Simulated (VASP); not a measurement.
Here is a VASP 6.6.1 calculation.

INCAR

```
SYSTEM = Al3Ru2
PREC     = Accurate       ! precision mode
ENCUT    = 520            ! plane-wave cutoff, eV
EDIFF    = 1E-6           ! SCF threshold, eV
ISMEAR   = -1             ! smearing method
SIGMA    = 0.15           ! smearing width, eV
LREAL    = .FALSE.        ! projectors in reciprocal space
LASPH    = .TRUE.         ! aspherical terms in the spheres
NELM     = 60             ! most SCF steps
ALGO     = Fast           ! electronic algorithm
ISIF     = 2              ! what is computed and relaxed
LWAVE    = .FALSE.        ! write WAVECAR
LCHARG   = .FALSE.        ! write CHGCAR
NBANDS   = 26             ! bands
```

KPOINTS

```
Automatic mesh
0
G
  16 16 16
  0 0 0
```

Contents of POSCAR:

```
Al3Ru2
1.0
   -1.5247516901      1.5247516901      7.0785687821
    1.5247516901     -1.5247516901      7.0785687821
    1.5247516901      1.5247516901     -7.0785687821
Al Ru
3 2
Direct
    0.0000000000      0.0000000000      0.0000000000
    0.8062073671      0.8062073671      0.0000000000
    0.1937926329      0.1937926329      0.0000000000
    0.6055451019      0.6055451019      0.0000000000
    0.3944548981      0.3944548981      0.0000000000
```

Potentials or basis: VASP PAW LDA potentials, release 64 (Al, Ru_pv).

Command:

```bash
$ cat potpaw_LDA.64/Al/POTCAR potpaw_LDA.64/Ru_pv/POTCAR > POTCAR
$ mpirun -np 1 vasp_std > vasp.out
```

Task: Predict the largest force.

Result: 0.026 eV/Å.

Task: Predict the pressure.

Result: 0.7 GPa.

Task: Estimate the band gap on the k mesh.

Result: Zero (an odd number of electrons rules out a gap without spin polarisation).

Forces in eV/Å, atoms in the order of the input:
```
Al   0.000  0.000  0.000
Al   0.000  0.000 -0.026
Al   0.000  0.000  0.026
Ru   0.000  0.000 -0.012
Ru   0.000  0.000  0.012
```
